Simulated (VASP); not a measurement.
# Ta2N (P-31m) in VASP: further runs

Runs on Ta2N. Level: PBEsol. Tasks: single point.

Program: VASP 6.6.1. These are calculated values, not measurements. Logs are shortened: lines on timing, memory, paths and dates and some standing lists are left out, and cuts for length are marked.

## Step 1: The cell of the first run

The structure is trigonal, space group P-31m (No. 162). The conventional cell has a = 5.297 Å, b = 5.297 Å, c = 4.939 Å, α = 90.00°, β = 90.00°, γ = 120.00°. Ta (site symmetry m) has 3 N at 2.15 to 2.16 Å within 2.8 Å. Within 2.9 Å of N (site symmetry 32) lie 6 Ta at 2.16 Å. N (site symmetry -3m) has 6 Ta at 2.15 Å within 2.8 Å.

## Step 2: Single point, PBEsol

Input file INCAR:

```
SYSTEM = Ta2N
ALGO = Normal ; EDIFF = 1E-6
ENCUT = 520 ; GGA = PS
ISIF = 2 ; ISMEAR = 0
LASPH = .TRUE. ; LCHARG = .FALSE.
LREAL = .FALSE. ; LWAVE = .FALSE.
NBANDS = 50 ; NELM = 100
PREC = Accurate ; SIGMA = 0.1
```

Input file KPOINTS:

```
k-points
0
G
  6 6 4
  0 0 0
```

Input file POSCAR:

```
Ta2N
1.0
    5.2965720514      0.0000000000      0.0000000000
   -2.6482860257      4.5869659495      0.0000000000
    0.0000000000      0.0000000000      4.9391825701
Ta N
6 3
Direct
    0.6663616700      0.6663616700      0.7536182600
    0.0000000000      0.3336383300      0.7536182600
    0.3336383300      0.0000000000      0.7536182600
    0.3336383300      0.3336383300      0.2463817400
    0.0000000000      0.6663616700      0.2463817400
    0.6663616700      0.0000000000      0.2463817400
    0.6666666700      0.3333333300      0.5000000000
    0.3333333300      0.6666666700      0.5000000000
    0.0000000000      0.0000000000      0.0000000000
```

Potentials or basis: VASP PAW PBE potentials, release 64 (Ta_pv, N).

Command:

```sh
cat potpaw_PBE.64/Ta_pv/POTCAR potpaw_PBE.64/N/POTCAR > POTCAR
mpirun -np 1 vasp_std > vasp.out
```

OUTCAR:

```text
SYSTEM = Ta2N
   EDIFF = 1E-6
   ENCUT = 520
   GGA = PS
   ISIF = 2
   ISMEAR = 0
   LASPH = .TRUE.
   LREAL = .FALSE.
   NELM = 100
   PREC = Accurate

 ion  position               nearest neighbor table
   1  0.666  0.666  0.754-   9 2.15   8 2.16   7 2.16   4 3.00   5 3.01   6 3.01   2 3.06   2 3.06
                             3 3.06   3 3.06   3 3.06   2 3.06   4 3.06   5 3.07   6 3.07
   2  0.000  0.334  0.754-   9 2.15   7 2.16   8 2.16   5 3.00   4 3.01   6 3.01   1 3.06   1 3.06
                             3 3.06   3 3.06   3 3.06   1 3.06   5 3.06   4 3.07   6 3.07
   3  0.334  0.000  0.754-   9 2.15   8 2.16   7 2.16   6 3.00   4 3.01   5 3.01   2 3.06   1 3.06
                             1 3.06   2 3.06   2 3.06   1 3.06   6 3.06   5 3.07   4 3.07
   4  0.334  0.334  0.246-   9 2.15   7 2.16   8 2.16   1 3.00   2 3.01   3 3.01   5 3.06   5 3.06
                             6 3.06   6 3.06   6 3.06   5 3.06   1 3.06   2 3.07   3 3.07
   5  0.000  0.666  0.246-   9 2.15   8 2.16   7 2.16   2 3.00   1 3.01   3 3.01   4 3.06   4 3.06
                             6 3.06   6 3.06   6 3.06   4 3.06   2 3.06   1 3.07   3 3.07
   6  0.666  0.000  0.246-   9 2.15   7 2.16   8 2.16   3 3.00   1 3.01   2 3.01   4 3.06   5 3.06
                             4 3.06   5 3.06   5 3.06   4 3.06   3 3.06   2 3.07   1 3.07
   7  0.667  0.333  0.500-   2 2.16   6 2.16   5 2.16   3 2.16   4 2.16   1 2.16
   8  0.333  0.667  0.500-   5 2.16   3 2.16   2 2.16   6 2.16   1 2.16   4 2.16
   9  0.000  0.000  0.000-   3 2.15   6 2.15   1 2.15   4 2.15   5 2.15   2 2.15

  LATTYP: Found a hexagonal cell.
 ALAT       =     5.2965720514
 C/A-ratio  =     0.9325243803

  Lattice vectors:

 A1 = (   5.2965720514,   0.0000000000,   0.0000000000)
 A2 = (  -2.6482860257,   4.5869659495,   0.0000000000)
 A3 = (   0.0000000000,   0.0000000000,   4.9391825701)

Analysis of symmetry for initial positions (statically):
=====================================================================
 Subroutine PRICEL returns:
 Original cell was already a primitive cell.

 Routine SETGRP: Setting up the symmetry group for a
 hexagonal supercell.

 Subroutine GETGRP returns: Found 12 space group operations
 (whereof 12 operations were pure point group operations)
 out of a pool of 24 trial point group operations.

The static configuration has the point symmetry D_3d.

Analysis of symmetry for dynamics (positions and initial velocities):
=====================================================================
 Subroutine PRICEL returns:
 Original cell was already a primitive cell.

 Routine SETGRP: Setting up the symmetry group for a
 hexagonal supercell.

 Subroutine GETGRP returns: Found 12 space group operations
 (whereof 12 operations were pure point group operations)
 out of a pool of 24 trial point group operations.

The dynamic configuration has the point symmetry D_3d.

 Subroutine INISYM returns: Found 12 space group operations
 (whereof 12 operations are pure point group operations),
 and found     1 'primitive' translations

----------------------------------------------------------------------------------------

                                     Primitive cell

  volume of cell :     119.9984

  direct lattice vectors                    reciprocal lattice vectors
     5.296572051  0.000000000  0.000000000     0.188801359  0.109004515  0.000000000
    -2.648286026  4.586965949  0.000000000     0.000000000  0.218009031  0.000000000
     0.000000000  0.000000000  4.939182570     0.000000000  0.000000000  0.202462652

  length of vectors
     5.296572051  5.296572051  4.939182570     0.218009031  0.218009031  0.202462652

  position of ions in fractional coordinates (direct lattice)
     0.666361670  0.666361670  0.753618260
     0.000000000  0.333638330  0.753618260
     0.333638330  0.000000000  0.753618260
     0.333638330  0.333638330  0.246381740
     0.000000000  0.666361670  0.246381740
     0.666361670  0.000000000  0.246381740
     0.666666670  0.333333330  0.500000000
     0.333333330  0.666666670  0.500000000
     0.000000000  0.000000000  0.000000000

  ion indices of the primitive-cell ions
   primitive index   ion index
                 1           1
                 2           2
                 3           3
                 4           4
                 5           5
                 6           6
                 7           7
                 8           8
                 9           9

----------------------------------------------------------------------------------------

 KPOINTS: k-points

Automatic generation of k-mesh.
 Grid dimensions read from file:
 generate k-points for:    6    6    4

 Generating k-lattice:

  Cartesian coordinates                     Fractional coordinates (reciprocal lattice)
     0.031466893  0.018167419  0.000000000     0.166666667  0.000000000  0.000000000
     0.000000000  0.036334838  0.000000000     0.000000000  0.166666667  0.000000000
     0.000000000  0.000000000  0.050615663     0.000000000  0.000000000  0.250000000

  Length of vectors
     0.036334838  0.036334838  0.050615663

  Shift w.r.t. Gamma in fractional coordinates (k-lattice)
     0.000000000  0.000000000  0.000000000

 Subroutine IBZKPT returns following result:
 ===========================================

 Found     24 irreducible k-points:

 Following reciprocal coordinates:
            Coordinates               Weight
  0.000000  0.000000  0.000000      1.000000
  0.166667  0.000000  0.000000      6.000000
  0.333333  0.000000  0.000000      6.000000
  0.500000  0.000000  0.000000      3.000000
  0.166667  0.166667  0.000000      6.000000
  0.333333  0.166667  0.000000     12.000000
[... 16 lines left out ...]
  0.333333  0.166667  0.500000     12.000000
  0.333333  0.333333  0.500000      2.000000
   k-points           NKPTS =     24   k-points in BZ     NKDIM =     24   number of bands    NBANDS=     50
   number of dos      NEDOS =    301   number of ions     NIONS =      9
   total plane-waves  NPLWV =  64000
   dimension x,y,z NGX =    40 NGY =   40 NGZ =   40
   dimension x,y,z NGXF=    80 NGYF=   80 NGZF=   80
   ions per type =               6   3
   NGX,Y,Z   is equivalent  to a cutoff of  12.55, 12.55, 13.46 a.u.
   NGXF,Y,Z  is equivalent  to a cutoff of  25.11, 25.11, 26.93 a.u.
 SYSTEM =  Ta2N
   PREC   = accura    normal or accurate (medium, high low for compatibility)
   ISTART =      0    job   : 0-new  1-cont  2-samecut
   ICHARG =      2    charge: 1-file 2-atom 10-const
   ISPIN  =      1    spin polarized calculation?
   LNONCOLLINEAR =      F non collinear calculations
   LSORBIT =      F    spin-orbit coupling
   LASPH  =      T    aspherical Exc in radial PAW
   ENCUT  =  520.0 eV  38.22 Ry    6.18 a.u.   9.85  9.85  9.18*2*pi/ulx,y,z
   NELM   =    100;   NELMIN=  2; NELMDL= -5     # of ELM steps
   EDIFF  = 0.1E-05   stopping-criterion for ELM
   LREAL  =      F    real-space projection
   EDIFFG = 0.1E-04   stopping-criterion for IOM
   NSW    =      0    number of steps for IOM
   IBRION =     -1    ionic relax: 0-MD 1-quasi-New 2-CG
   NFREE  =      0    steps in history (QN), initial steepest desc. (CG)
   ISIF   =      2    stress and relaxation
   ISYM   =      2    0-nonsym 1-usesym 2-fastsym
   POTIM  = 0.5000    time-step for ionic-motion
   TEBEG  =    0.0;   TEEND  =   0.0 temperature during run
   PSTRESS=    0.0 pullay stress
   NELECT =      81.0000    total number of electrons
   NUPDOWN=      -1.0000    fix difference up-down
   EMIN   =  10.00;   EMAX   =-10.00  energy-range for DOS
   EFERMI =   0.00;   METHOD = LEGACY
   ISMEAR =     0;   SIGMA  =   0.10  broadening in eV -4-tet -1-fermi 0-gaus
   EFERMI_NEDOS =   21; number of points for ismear=-14 and -15
   IALGO  =     38    algorithm
   IMIX   =      4    mixing-type and parameters
     AMIX     =   0.40;   BMIX     =  1.00
     AMIX_MAG =   1.60;   BMIX_MAG =  1.00
  volume/ion in A,a.u.               =      13.33        89.98
  Fermi-wavevector in a.u.,A,eV,Ry     =   1.436078  2.713794 28.059565  2.062320
  Thomas-Fermi vector in A             =   2.555306
   LORBIT       =      0    0 simple, 1 ext, 2 COOP (PROOUT), +10 PAW based schemes
   GGA     = PS    functional components
   LHFCALC =     F    Hartree Fock is set to
   AEXX    =    0.0000 exact exchange contribution
   IVDW    =     0    specifies the selected vdW correction
   LEPSILON=     F    determine dielectric tensor
   LRPA    =     F    only Hartree local field effects (RPA)
 non-spin polarized calculation
 Gauss-broadening in eV      SIGMA  =   0.10
  energy-cutoff  :      520.00
  volume of cell :      120.00
 maximum number of plane-waves:      3258
   NGX = 19   NGY = 19   NGZ = 19

 number of electron      81.0000001 magnetization

 Free energy of the ion-electron system (eV)
  ---------------------------------------------------
  ext. energy  EPLUGINS =         0.00000000
  ---------------------------------------------------
  free energy    TOTEN  =      -110.55657468 eV

  energy without entropy =     -110.54527201  energy(sigma->0) =     -110.55092334

 E-fermi :   7.2770     XC(G=0): -13.0837

 val. band max:        7.2697372866   @ k =   0.1667   0.1667   0.0000
 cond. band min:       7.2926574124   @ k =   0.1667   0.0000   0.5000
 fundamental gap:      0.0229201258
 Fermi energy:         7.2770331264

 k-point     1 :       0.0000    0.0000    0.0000
  band No.  band energies     occupation
      1     -28.3720      2.00000
      2     -27.9881      2.00000
      3     -27.8329      2.00000
      4     -27.8329      2.00000
      5     -27.8071      2.00000
      6     -27.8071      2.00000
[... 42 lines left out ...]
     49      10.2654      0.00000
     50      10.8875      0.00000

 k-point     2 :       0.1667    0.0000    0.0000
  band No.  band energies     occupation
      1     -28.3460      2.00000
      2     -28.0152      2.00000
      3     -27.8894      2.00000
      4     -27.8744      2.00000
      5     -27.8368      2.00000
      6     -27.7581      2.00000
[... 1158 lines left out ...]
 k-point    24 :       0.3333    0.3333    0.5000
  band No.  band energies     occupation
      1     -28.1909      2.00000
      2     -28.1117      2.00000
      3     -28.1117      2.00000
      4     -27.8668      2.00000
      5     -27.8668      2.00000
      6     -27.7623      2.00000
[... 42 lines left out ...]
     49      10.2448      0.00000
     50      10.2467      0.00000

------------------------ aborting loop because EDIFF is reached ----------------------------------------

  FORCE on cell =-STRESS in cart. coord.  units (eV):
  Direction    XX          YY          ZZ          XY          YZ          ZX
  --------------------------------------------------------------------------------------
  -------------------------------------------------------------------------------------
  Total       -3.4990003     -3.4990003     -3.8297439      0.0000000      0.0000000     -0.0000000
  in kB      -46.7174446    -46.7174446    -51.1334196      0.0000000      0.0000000     -0.0000000
  external PRESSURE =     -48.1894362 kB  Pullay stress =       0.0000000 kB

 VOLUME and BASIS-vectors are now :
 -----------------------------------------------------------------------------
  energy-cutoff  :      520.00
  volume of cell :      120.00
      direct lattice vectors                 reciprocal lattice vectors
     5.296572051  0.000000000  0.000000000     0.188801359  0.109004515  0.000000000
    -2.648286026  4.586965949  0.000000000     0.000000000  0.218009031  0.000000000
     0.000000000  0.000000000  4.939182570     0.000000000  0.000000000  0.202462652

 POSITION                                       TOTAL-FORCE (eV/Angst)
 -----------------------------------------------------------------------------------
      1.76472      3.05658      3.72226         0.016487      0.028556     -0.089743
     -0.88357      1.53039      3.72226         0.016487     -0.028556     -0.089743
      1.76714      0.00000      3.72226        -0.032974      0.000000     -0.089743
      0.88357      1.53039      1.21692        -0.016487     -0.028556      0.089743
     -1.76472      3.05658      1.21692        -0.016487      0.028556      0.089743
      3.52943      0.00000      1.21692         0.032974      0.000000      0.089743
      2.64829      1.52899      2.46959         0.000000      0.000000      0.000000
     -0.00000      3.05798      2.46959        -0.000000      0.000000      0.000000
      0.00000      0.00000      0.00000         0.000000      0.000000      0.000000
 -----------------------------------------------------------------------------------
    total drift:                               -0.000000     -0.000000     -0.000000

  FREE ENERGIE OF THE ION-ELECTRON SYSTEM (eV)
  ---------------------------------------------------
  free  energy   TOTEN  =      -110.5565746751 eV

  energy  without entropy=     -110.5452720097  energy(sigma->0) =     -110.55092334
```

It took 3.3 min on 1 thread of AMD EPYC 7R43 (Zen 3), shared host; peak memory 0.25 GiB.

Results:

```yaml
Free_energy: -110.5566 eV
Pressure: -4.8 GPa
Largest_force: 0.096 eV/Å
```

Forces on the atoms (eV/Å):
```
Ta   0.016  0.029 -0.090
Ta   0.016 -0.029 -0.090
Ta  -0.033  0.000 -0.090
Ta  -0.016 -0.029  0.090
Ta  -0.016  0.029  0.090
Ta   0.033  0.000  0.090
N    0.000  0.000  0.000
N    0.000  0.000  0.000
N    0.000  0.000  0.000
```

Stress tensor (GPa, compression positive):
```
-4.67  0.00  0.00
 0.00 -4.67  0.00
 0.00  0.00 -5.11
```

Levels at points of the mesh, in eV from the Fermi level:
```
           k point  band 37  band 38  band 39  band 40  band 41  band 42  band 43  band 44  band 45  band 46
(0.00, 0.00, 0.00)    -1.59    -0.77    -0.44    -0.44    -0.31    -0.08    -0.08     0.73     0.73     1.78
(0.50, 0.00, 0.00)    -2.04    -1.93    -1.36     0.42     0.62     0.98     1.02     1.84     2.30     2.42
(0.00, 0.00, 0.50)    -1.70    -1.70    -1.35    -1.35    -0.90     0.69     0.69     0.89     2.08     2.08
(0.50, 0.00, 0.50)    -2.10    -1.21    -1.17    -0.71    -0.06     0.18     0.20     0.67     1.02     2.69
```

Caveat: the PAW data sets were made with another functional, which shifts forces and pressure a little; spin-orbit coupling is left out, which moves the levels of the heavy elements.

(Part 1 of 2 ends here.)
